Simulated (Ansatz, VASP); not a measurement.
**One calculation of Pb, two programs**

```
Pb
1.0
    -1.95844    1.95844    1.95844
     1.95844   -1.95844    1.95844
     1.95844    1.95844   -1.95844
Pb
1
Cartesian
  0.0000 0.0000 0.0000
```

Alike in both runs: functional LDA; k mesh 15 × 15 × 15; occupations fermi-dirac, width 0.05 eV; no spin polarisation.

Ansatz relaxed the structure, and its values are those at the end. VASP's run is a single point on that final structure, the one shown.

|  | VASP | Ansatz |
| --- | --- | --- |
| version | VASP 6.6.1 | Ansatz 0.2.0 |
| potentials or method | VASP PAW LDA potentials, release 64 (Pb_d), cutoff 520 eV | all-electron LAPW, non-relativistic |

```tsv
	VASP	Ansatz	Ansatz less VASP
pressure (GPa)	-1.7	0.0	+1.61
```

LDA's correlation is that of Perdew and Zunger in VASP and of Perdew and Wang (1992) in Ansatz. Ansatz ran all-electron here, and VASP with PAW potentials.

Spin-orbit coupling is off throughout.
